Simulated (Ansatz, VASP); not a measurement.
# Ir: VASP beside Ansatz

```xyz
1
Lattice="0.0000 1.8630 1.8630 1.8630 0.0000 1.8630 1.8630 1.8630 0.0000" Properties=species:S:1:pos:R:3 pbc="T T T"
Ir    0.0000    0.0000    0.0000
```

Alike in both runs: task single point; functional PBEsol; k mesh 23 × 23 × 23; occupations fermi-dirac, width 0.05 eV; collinear spin.

```csv
,VASP,Ansatz
version,VASP 6.6.1,Ansatz 0.2.0
potentials or method,"VASP PAW PBE potentials, release 64 (Ir), cutoff 520 eV","plane waves (420 eV) with PAW, scalar-relativistic"
valence electrons in the cell,9,17
```

```csv
,VASP,Ansatz,Ansatz less VASP
net moment per atom (μB),0.00,0.00,0.000
```

VASP's potentials were made for PBE, not for PBEsol, and Ansatz warns of the same on its side. VASP's potentials hold 9 valence electrons a cell and Ansatz's 17, so a difference there can come from the potentials and not from the codes. Ansatz's warnings: seeded moment not kept.

Spin-orbit coupling is off throughout.
